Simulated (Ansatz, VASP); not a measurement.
**Ti: VASP beside Ansatz**

```
Ti
1.0
    -1.80177    1.80177    1.27385
     1.80177   -1.80177    1.27385
     1.80177    1.80177   -1.27385
Ti
1
Cartesian
  0.0000 0.0000 0.0000
```

Alike in both runs: task single point; functional PBEsol; k mesh 28 × 28 × 28; occupations gaussian, width 0.15 eV; no spin polarisation.

```csv
,VASP,Ansatz
version,VASP 6.6.1,Ansatz 0.2.0
potentials or method,"VASP PAW PBE potentials, release 64 (Ti_sv), cutoff 520 eV","scalar-relativistic, plane waves, PAW"
valence electrons in the cell,12,12
```

|  | VASP | Ansatz | Ansatz less VASP |
| --- | --- | --- | --- |
| gap on the k mesh at the Fermi level (eV) | none | none | - |
| pressure (GPa) | 0.0 | 0.2 | +0.24 |
| traceless stress, the component that is largest in VASP (GPa) | 11.82 | 11.85 | +0.033 |

VASP's potentials were made for PBE, not for PBEsol. A gap of «none» marks a metal or a gap that the smearing closes.
